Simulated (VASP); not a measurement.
# Cs8Sn8Br25 (a cell with a defect) in VASP: relaxation of the atoms with PBEsol

Aim: the relaxation of the atoms of Cs8Sn8Br25 (a cell with a defect) with PBEsol.

All numbers are computed with VASP 6.6.1; they aren't measurements. Logs are shortened: lines on timing, memory, paths and dates and some standing lists are left out, and cuts for length are marked.

**1. The cell of the first run**

The cell holds a defect, 41 atoms: a = 11.500 Å, b = 11.500 Å, c = 11.500 Å, α = 90.00°, β = 90.00°, γ = 90.00°.

**2. Relaxation of the atoms, PBEsol**

The input, INCAR:

```
PREC = Accurate
ENCUT = 450
EDIFF = 1E-7
ISMEAR = -1
SIGMA = 0.05
LREAL = Auto
LASPH = True
NELM = 120
ALGO = Normal
ISIF = 2
LWAVE = False
LCHARG = False
GGA = PS
IBRION = 2
NSW = 100
EDIFFG = -0.03
NELECT = 358.0
ISYM = -1
GGA_COMPAT = False
NELMIN = 4
KPAR = 1
```

The input, KPOINTS:

```
explicit points
1
Reciprocal
  0.25000000   0.25000000   0.25000000 1
```

The input, POSCAR:

```
Cs8Sn8Br25
1.0
   11.5000000000      0.0000000000      0.0000000000
    0.0000000000     11.5000000000      0.0000000000
    0.0000000000      0.0000000000     11.5000000000
Cs Sn Br
8 8 25
Direct
    0.9990080000      0.0036960000      0.9981660000
    0.0008550000      0.9994910000      0.5014950000
    0.0019240000      0.5007160000      0.9987550000
    0.9990390000      0.5028970000      0.4969480000
    0.5008910000      0.0004300000      0.0005690000
    0.5020980000      0.0015910000      0.4998130000
    0.5017500000      0.5014020000      0.0006760000
    0.4999820000      0.4999570000      0.5001290000
    0.2496310000      0.2524830000      0.2488600000
    0.2502120000      0.2522840000      0.7494990000
    0.2500770000      0.7478500000      0.2527430000
    0.2484710000      0.7491510000      0.7511500000
    0.7502100000      0.2501640000      0.2498420000
    0.7470730000      0.2513070000      0.7494390000
    0.7517920000      0.7462890000      0.2527010000
    0.7485050000      0.7494600000      0.7522860000
    0.2514220000      0.2519400000      0.0011030000
    0.1670080000      0.1683720000      0.5019290000
    0.2483360000      0.7482860000      0.9995400000
    0.2503270000      0.7506480000      0.5026980000
    0.7504390000      0.2497630000      0.0014960000
    0.7507790000      0.2474640000      0.4996430000
    0.7500670000      0.7526560000      0.9974660000
    0.7529980000      0.7496390000      0.5031300000
    0.0025470000      0.2509840000      0.2515800000
    0.0015760000      0.2526310000      0.7513420000
    0.9978750000      0.7492600000      0.2516300000
    0.0012800000      0.7493010000      0.7486580000
    0.4965270000      0.2529210000      0.2514080000
    0.5013510000      0.2496840000      0.7516980000
    0.4974080000      0.7486360000      0.2521550000
    0.4976810000      0.7492910000      0.7499330000
    0.2481890000      0.0015810000      0.2500720000
    0.2515450000      0.0016350000      0.7491770000
    0.2494930000      0.5002860000      0.2476780000
    0.2499020000      0.5002600000      0.7509180000
    0.7487990000      0.9993670000      0.2507710000
    0.7501430000      0.9987770000      0.7504920000
    0.7508000000      0.5021080000      0.2518120000
    0.7477160000      0.4991490000      0.7501210000
    0.3290040000      0.3331360000      0.4994360000
```

Potentials or basis: VASP PAW PBE potentials, release 64 (Cs_sv, Sn_d, Br).

Command:

```
> cat potpaw_PBE.64/Cs_sv/POTCAR potpaw_PBE.64/Sn_d/POTCAR potpaw_PBE.64/Br/POTCAR > POTCAR
> mpirun -np 4 vasp_std > vasp.out
```

OUTCAR:

```text
PREC = Accurate
   ENCUT = 450
   EDIFF = 1E-7
   ISMEAR = -1
   LREAL = Auto
   LASPH = True
   NELM = 120
   ISIF = 2
   GGA = PS
   IBRION = 2
   NSW = 100
   EDIFFG = -0.03
   NELECT = 358.0
   ISYM = -1
   NELMIN = 4

 ion  position               nearest neighbor table
   1  0.999  0.004  0.998-
   2  0.001  0.999  0.501-  18 2.72
   3  0.002  0.501  0.999-
   4  0.999  0.503  0.497-
   5  0.501  0.000  0.001-
   6  0.502  0.002  0.500-
   7  0.502  0.501  0.001-
   8  0.500  0.500  0.500-  41 2.75
   9  0.250  0.252  0.249-  29 2.84  25 2.84  17 2.85  35 2.85  33 2.89  41 3.16  18 3.21
  10  0.250  0.252  0.749-  36 2.85  26 2.86  34 2.88  30 2.89  17 2.89  18 3.15  41 3.16
  11  0.250  0.748  0.253-  31 2.84  35 2.85  20 2.87  27 2.90  19 2.91  33 2.92
  12  0.248  0.749  0.751-  28 2.84  19 2.86  20 2.86  36 2.86  32 2.87  34 2.90
  13  0.750  0.250  0.250-  21 2.86  22 2.87  37 2.88  39 2.90  25 2.90  29 2.92
  14  0.747  0.251  0.749-  30 2.83  40 2.85  22 2.87  21 2.90  38 2.90  26 2.93
  15  0.752  0.746  0.253-  39 2.81  27 2.83  24 2.88  37 2.91  31 2.93  23 2.94
  16  0.749  0.749  0.752-  23 2.82  24 2.87  38 2.87  40 2.88  32 2.88  28 2.91
  17  0.251  0.252  0.001-   9 2.85  10 2.89
  18  0.167  0.168  0.502-  41 2.66   2 2.72  10 3.15   9 3.21
  19  0.248  0.748  1.000-  12 2.86  11 2.91
  20  0.250  0.751  0.503-  12 2.86  11 2.87
  21  0.750  0.250  0.001-  13 2.86  14 2.90
  22  0.751  0.247  0.500-  13 2.87  14 2.87
  23  0.750  0.753  0.997-  16 2.82  15 2.94
  24  0.753  0.750  0.503-  16 2.87  15 2.88
[... 14 lines left out ...]
  39  0.751  0.502  0.252-  15 2.81  13 2.90
  40  0.748  0.499  0.750-  14 2.85  16 2.88
  41  0.329  0.333  0.499-  18 2.66   8 2.75  10 3.16   9 3.16

IMPORTANT INFORMATION: All symmetrisations will be switched off!
NOSYMM: (Re-)initialisation of all symmetry stuff for point group C_1.

----------------------------------------------------------------------------------------

                                     Primitive cell

  volume of cell :    1520.8750

  direct lattice vectors                    reciprocal lattice vectors
    11.500000000  0.000000000  0.000000000     0.086956522  0.000000000  0.000000000
     0.000000000 11.500000000  0.000000000     0.000000000  0.086956522  0.000000000
     0.000000000  0.000000000 11.500000000     0.000000000  0.000000000  0.086956522

  length of vectors
    11.500000000 11.500000000 11.500000000     0.086956522  0.086956522  0.086956522

  position of ions in fractional coordinates (direct lattice)
     0.999008000  0.003696000  0.998166000
     0.000855000  0.999491000  0.501495000
     0.001924000  0.500716000  0.998755000
     0.999039000  0.502897000  0.496948000
     0.500891000  0.000430000  0.000569000
     0.502098000  0.001591000  0.499813000
[... 33 lines left out ...]
     0.747716000  0.499149000  0.750121000
     0.329004000  0.333136000  0.499436000

  ion indices of the primitive-cell ions
   primitive index   ion index
                 1           1
                 2           2
                 3           3
                 4           4
                 5           5
                 6           6
[... 33 lines left out ...]
                40          40
                41          41

----------------------------------------------------------------------------------------

 KPOINTS: explicit points

Read explicit list of k-points.

 Found      1 k-points:

 Following reciprocal coordinates:
            Coordinates               Weight
  0.250000  0.250000  0.250000      1.000000
   k-points           NKPTS =      1   k-points in BZ     NKDIM =      1   number of bands    NBANDS=    216
   number of dos      NEDOS =    301   number of ions     NIONS =     41
   total plane-waves  NPLWV = 512000
   dimension x,y,z NGX =    80 NGY =   80 NGZ =   80
   dimension x,y,z NGXF=   160 NGYF=  160 NGZF=  160
   ions per type =               8   8  25
   NGX,Y,Z   is equivalent  to a cutoff of  11.56, 11.56, 11.56 a.u.
   NGXF,Y,Z  is equivalent  to a cutoff of  23.13, 23.13, 23.13 a.u.
 SYSTEM =  unknown system
   PREC   = accura    normal or accurate (medium, high low for compatibility)
   ISTART =      0    job   : 0-new  1-cont  2-samecut
   ICHARG =      2    charge: 1-file 2-atom 10-const
   ISPIN  =      1    spin polarized calculation?
   LNONCOLLINEAR =      F non collinear calculations
   LSORBIT =      F    spin-orbit coupling
   LASPH  =      T    aspherical Exc in radial PAW
   ENCUT  =  450.0 eV  33.07 Ry    5.75 a.u.  19.89 19.89 19.89*2*pi/ulx,y,z
   NELM   =    120;   NELMIN=  4; NELMDL= -5     # of ELM steps
   EDIFF  = 0.1E-06   stopping-criterion for ELM
   LREAL  =      T    real-space projection
   EDIFFG = -.3E-01   stopping-criterion for IOM
   NSW    =    100    number of steps for IOM
   IBRION =      2    ionic relax: 0-MD 1-quasi-New 2-CG
   NFREE  =      1    steps in history (QN), initial steepest desc. (CG)
   ISIF   =      2    stress and relaxation
   ISYM   =     -1    0-nonsym 1-usesym 2-fastsym
   POTIM  = 0.5000    time-step for ionic-motion
   TEBEG  =    0.0;   TEEND  =   0.0 temperature during run
   PSTRESS=    0.0 pullay stress
   NELECT =     358.0000    total number of electrons
   NUPDOWN=      -1.0000    fix difference up-down
   EMIN   =  10.00;   EMAX   =-10.00  energy-range for DOS
   EFERMI =   0.00;   METHOD = LEGACY
   ISMEAR =    -1;   SIGMA  =   0.05  broadening in eV -4-tet -1-fermi 0-gaus
   EFERMI_NEDOS =   21; number of points for ismear=-14 and -15
   IALGO  =     38    algorithm
   IMIX   =      4    mixing-type and parameters
     AMIX     =   0.40;   BMIX     =  1.00
     AMIX_MAG =   1.60;   BMIX_MAG =  1.00
  volume/ion in A,a.u.               =      37.09       250.33
  Fermi-wavevector in a.u.,A,eV,Ry     =   1.010814  1.910162 13.901689  1.021745
  Thomas-Fermi vector in A             =   2.143826
   LORBIT       =      0    0 simple, 1 ext, 2 COOP (PROOUT), +10 PAW based schemes
   GGA     = PS    functional components
   LHFCALC =     F    Hartree Fock is set to
   AEXX    =    0.0000 exact exchange contribution
   IVDW    =     0    specifies the selected vdW correction
   LEPSILON=     F    determine dielectric tensor
   LRPA    =     F    only Hartree local field effects (RPA)
 conjugate gradient relaxation of ions
 non-spin polarized calculation
  energy-cutoff  :      450.00
  volume of cell :     1520.88
 maximum number of plane-waves:     32951
 NGX is ok and might be reduce to    80
   NGX = 39   NGY = 39   NGZ = 39

--------------------------------------- Ionic step        1  -------------------------------------------

 number of electron     358.0000011 magnetization

 Free energy of the ion-electron system (eV)
  ---------------------------------------------------
  ext. energy  EPLUGINS =         0.00000000
  ---------------------------------------------------
  free energy    TOTEN  =      -135.53562823 eV

  energy without entropy =     -135.40099705  energy(sigma->0) =     -135.46831264

------------------------ aborting loop because EDIFF is reached ----------------------------------------

  FORCE on cell =-STRESS in cart. coord.  units (eV):
  Direction    XX          YY          ZZ          XY          YZ          ZX
  --------------------------------------------------------------------------------------
  -------------------------------------------------------------------------------------
  Total       -0.7002909     -0.6762429     -8.6485472      8.1316463     -0.4485971     -0.5219305
  in kB       -0.7377268     -0.7123933     -9.1108778      8.5663446     -0.4725780     -0.5498317
  external PRESSURE =      -3.5203326 kB  Pullay stress =       0.0000000 kB
[... 206 lines left out ...]
  FREE ENERGIE OF THE ION-ELECTRON SYSTEM (eV)
  ---------------------------------------------------
  free  energy   TOTEN  =      -136.2630780725 eV

  energy  without entropy=     -136.1346174038  energy(sigma->0) =     -136.19884774

[... ionic steps 4 to 50 ...]

--------------------------------------- Ionic step       51  -------------------------------------------

 number of electron     358.0000052 magnetization

------------------------ aborting loop because EDIFF is reached ----------------------------------------

  FORCE on cell =-STRESS in cart. coord.  units (eV):
  Direction    XX          YY          ZZ          XY          YZ          ZX
  --------------------------------------------------------------------------------------
  -------------------------------------------------------------------------------------
  Total      -10.0022933     -9.8664767    -10.2213535     -0.6615469     -0.2667915     -0.1484860
  in kB      -10.5369919    -10.3939149    -10.7677626     -0.6969116     -0.2810535     -0.1564237
  external PRESSURE =     -10.5662231 kB  Pullay stress =       0.0000000 kB
[... 135 lines left out ...]
  energy  without entropy=     -137.9809285312  energy(sigma->0) =     -138.00077509

--------------------------------------- Ionic step       53  -------------------------------------------

 number of electron     358.0000054 magnetization

 Free energy of the ion-electron system (eV)
  ---------------------------------------------------
  ext. energy  EPLUGINS =         0.00000000
  ---------------------------------------------------
  free energy    TOTEN  =      -138.02063787 eV

  energy without entropy =     -137.98098199  energy(sigma->0) =     -138.00080993

 E-fermi :   1.1478     XC(G=0):  -8.1196

 val. band max:        0.9965345223   @ k =   0.2500   0.2500   0.2500
 cond. band min:       1.2967374228   @ k =   0.2500   0.2500   0.2500
 fundamental gap:      0.3002029005
 Fermi energy:         1.1477981945

 k-point     1 :       0.2500    0.2500    0.2500
  band No.  band energies     occupation
      1     -20.1711      2.00000
      2     -20.1404      2.00000
      3     -20.1313      2.00000
      4     -20.1082      2.00000
      5     -20.1010      2.00000
      6     -20.0248      2.00000
[... 183 lines left out ...]
    190       4.2871      0.00000
    191       4.4145      0.00000
 [bands above 191 left out]

------------------------ aborting loop because EDIFF is reached ----------------------------------------

  FORCE on cell =-STRESS in cart. coord.  units (eV):
  Direction    XX          YY          ZZ          XY          YZ          ZX
  --------------------------------------------------------------------------------------
  -------------------------------------------------------------------------------------
  Total       -9.9772046    -10.1045621    -10.2310812     -0.6301507     -0.3186993     -0.1487788
  in kB      -10.5105621    -10.6447277    -10.7780103     -0.6638370     -0.3357362     -0.1567322
  external PRESSURE =     -10.6444334 kB  Pullay stress =       0.0000000 kB
[... 56 lines left out ...]
  FREE ENERGIE OF THE ION-ELECTRON SYSTEM (eV)
  ---------------------------------------------------
  free  energy   TOTEN  =      -138.0206378704 eV

  energy  without entropy=     -137.9809819883  energy(sigma->0) =     -138.00080993

 reached required accuracy - stopping structural energy minimisation
```

Wall time 84 min (4 MPI ranks of Intel Xeon Platinum 8259CL at 2.50GHz (Skylake/Cascade Lake), shared host); peak memory 0.43 GiB.

What came out:

| Item | Value |
| --- | --- |
| Free energy | -138.0206 eV |
| Energy gained by relaxing | 60.6 meV/atom |
| Ionic steps | 53 |
| Largest force after relaxing | 0.029 eV/Å |

Forces on the atoms (eV/Å):
```
Cs  -0.002 -0.004 -0.002
Cs  -0.007 -0.009  0.005
Cs  -0.003 -0.014 -0.012
Cs   0.005 -0.007  0.005
Cs   0.007  0.010 -0.008
Cs   0.006  0.006  0.013
Cs  -0.003 -0.001  0.009
Cs   0.009  0.012  0.003
Sn  -0.013  0.010 -0.023
Sn   0.016 -0.017  0.014
Sn  -0.002 -0.019 -0.017
Sn   0.006  0.019  0.010
Sn  -0.010  0.007 -0.006
Sn  -0.015 -0.004 -0.004
Sn   0.001  0.013 -0.006
Sn  -0.005  0.001  0.010
Br  -0.002  0.000  0.005
Br  -0.012 -0.001  0.013
Br   0.000  0.002  0.006
Br   0.000  0.001  0.001
Br   0.005 -0.003 -0.005
Br  -0.001  0.000  0.015
Br  -0.004 -0.001  0.014
Br  -0.001  0.002 -0.010
Br   0.018 -0.001 -0.004
Br   0.007 -0.006 -0.002
Br  -0.003  0.001  0.002
Br  -0.001  0.000 -0.011
Br  -0.010  0.012  0.004
Br  -0.006 -0.002  0.001
Br   0.007  0.004  0.008
Br   0.011 -0.003 -0.009
Br   0.004 -0.001 -0.008
Br  -0.004 -0.004 -0.011
Br   0.004 -0.001  0.009
Br   0.005 -0.015  0.007
Br  -0.005 -0.010  0.002
Br  -0.001  0.003  0.001
Br   0.005  0.004  0.002
Br   0.001 -0.002  0.000
Br  -0.008  0.017 -0.022
```

Step by step:
```tsv
step	energy change (eV)	largest force (eV/Å)	pressure (GPa)
1	0.0000	2.9003	-0.35
3	-0.7274	1.6751	-0.47
5	-1.3733	0.8172	-0.86
7	-1.4940	0.5955	-0.93
9	-1.5239	0.9025	-1.07
11	-1.7923	0.4328	-1.16
13	-1.8820	0.2031	-1.16
15	-1.9422	0.3318	-1.14
17	-1.9744	0.2388	-1.14
19	-2.0105	0.2787	-1.09
21	-2.0402	0.1681	-1.00
23	-2.0539	0.1354	-0.94
25	-2.0709	0.1131	-0.94
27	-2.1033	0.1795	-0.96
29	-2.1391	0.2673	-1.03
31	-2.1475	0.3041	-1.05
33	-2.1741	0.2053	-1.06
35	-2.2180	0.2355	-0.98
37	-2.2765	0.2982	-1.01
39	-2.3406	0.3171	-1.08
41	-2.3841	0.1901	-1.07
43	-2.4114	0.1722	-1.01
45	-2.4524	0.2115	-1.02
47	-2.4667	0.0754	-1.06
49	-2.4777	0.0907	-1.04
51	-2.4826	0.0644	-1.06
53	-2.4850	0.0294	-1.06
```

Final structure:
```
CELL_PARAMETERS angstrom
11.50000 0.00000 0.00000
0.00000 11.50000 0.00000
0.00000 0.00000 11.50000
ATOMIC_POSITIONS crystal
Cs 0.02294 0.01455 0.00042
Cs 0.96426 0.99553 0.49531
Cs 0.00538 0.49245 0.00328
Cs 0.97404 0.51376 0.49282
Cs 0.49418 0.00712 0.00339
Cs 0.51812 0.98394 0.49921
Cs 0.48393 0.48847 0.00928
Cs 0.54074 0.50203 0.49826
Sn 0.25067 0.24681 0.26131
Sn 0.25062 0.26266 0.68965
Sn 0.24853 0.74917 0.25670
Sn 0.25075 0.74962 0.75656
Sn 0.74967 0.24850 0.24478
Sn 0.75127 0.25057 0.74416
Sn 0.74838 0.74946 0.24671
Sn 0.75159 0.75029 0.75432
Br 0.25199 0.24826 0.01971
Br 0.24243 0.11067 0.50614
Br 0.24799 0.75007 0.00954
Br 0.24863 0.75180 0.51368
Br 0.74562 0.24910 0.99464
Br 0.75469 0.25145 0.49501
Br 0.74571 0.75032 0.99994
Br 0.75050 0.74972 0.50145
Br 0.99795 0.24011 0.25198
Br 0.00046 0.24979 0.73396
Br 0.99884 0.76026 0.25500
Br 0.00239 0.75353 0.75920
Br 0.50087 0.25469 0.25956
Br 0.50017 0.25285 0.72820
Br 0.49782 0.74005 0.25329
Br 0.49744 0.74497 0.75581
Br 0.25916 0.99736 0.21909
Br 0.26253 0.98444 0.78914
Br 0.23309 0.50841 0.22470
Br 0.24831 0.50919 0.79863
Br 0.73885 0.99920 0.24873
Br 0.74296 0.99909 0.74555
Br 0.75772 0.49989 0.24550
Br 0.75694 0.50064 0.74885
Br 0.25661 0.40615 0.50548
```

Caveat: the cell carries a net charge on a neutralising background, which shifts energy and pressure; the cell is charged against a uniform background, so pressure and absolute levels hang on convention; the PAW data sets were made with another functional, which shifts forces and pressure a little; spin-orbit coupling is left out, which moves the levels of the heavy elements.
